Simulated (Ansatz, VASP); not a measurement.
Given: the input of a run of Ansatz 0.2.0 on Si2W.

Contents of input.yaml:

```yaml
crystal:
  lattice:
    - [-1.6069, 1.6069, 3.91495]
    - [1.6069, -1.6069, 3.91495]
    - [1.6069, 1.6069, -3.91495]
  atoms:
    - { symbol: W, position: [0.0, 0.0, 0.0] }
    - { symbol: Si, position: [0.6653, 0.6653, 0.0] }
    - { symbol: Si, position: [0.3347, 0.3347, 0.0] }
hamiltonian:
  xc: pbe
  pseudopotentials: { kind: paw }
  dispersion: d4
kpoints:
  mp_grid: { grid: [12, 12, 12] }
scf:
  occupations: { method: fermi_dirac, width: 0.05 }
output:
  forces: true
  stress: true
relax:
  f_tol: 0.01
  max_steps: 40
  cell: { stress_tol: 0.05 }
```

Potentials or basis: Ansatz PAW.

Launch:

```bash
$ ansatz run input.yaml --threads 2 --pin off --max-ram 5632MiB --backend cpu --events-out ev --progress --plain --runs-dir out
```

Question: Translate it to VASP 6.6.1. Potentials there: VASP PAW PBE potentials, release 64 (W_sv, Si).

Answer: As run (the cutoff follows the program's own potentials):

File INCAR:

```
PREC = Accurate ; ENCUT = 600
EDIFF = 1E-7 ; ISMEAR = -1
SIGMA = 0.05 ; LREAL = False
LASPH = True ; NELM = 100
ALGO = Normal ; ISIF = 3
LWAVE = False ; LCHARG = False
GGA = PE ; IVDW = 13
IBRION = 2 ; NSW = 60
EDIFFG = -0.01
```

File KPOINTS:

```
regular mesh
0
Gamma
  12 12 12
```

Contents of POSCAR:

```
Si2W
1.0
   -1.6069000000      1.6069000000      3.9149500000
    1.6069000000     -1.6069000000      3.9149500000
    1.6069000000      1.6069000000     -3.9149500000
W Si
1 2
Direct
    0.0000000000      0.0000000000      0.0000000000
    0.6653000000      0.6653000000      0.0000000000
    0.3347000000      0.3347000000      0.0000000000
```

Potentials or basis: VASP PAW PBE potentials, release 64 (W_sv, Si).

The run is started by

```bash
$ cat potpaw_PBE.64/W_sv/POTCAR potpaw_PBE.64/Si/POTCAR > POTCAR
$ mpirun -np 1 vasp_std > vasp.out
```

Both were run:

|  | VASP | Ansatz | Ansatz less VASP |
| --- | --- | --- | --- |
| relaxed volume (Å³/atom) | 13.31 | 13.30 | -0.006 |
| relaxed cell length with the largest relative difference (Å) | 4.512 | 4.512 | 0.0000 |

Neither program's run includes spin-orbit coupling. Noted on Ansatz's run: the plane-wave basis is chosen anew once the cell has moved, so the energies of steps on either side of that aren't comparable.
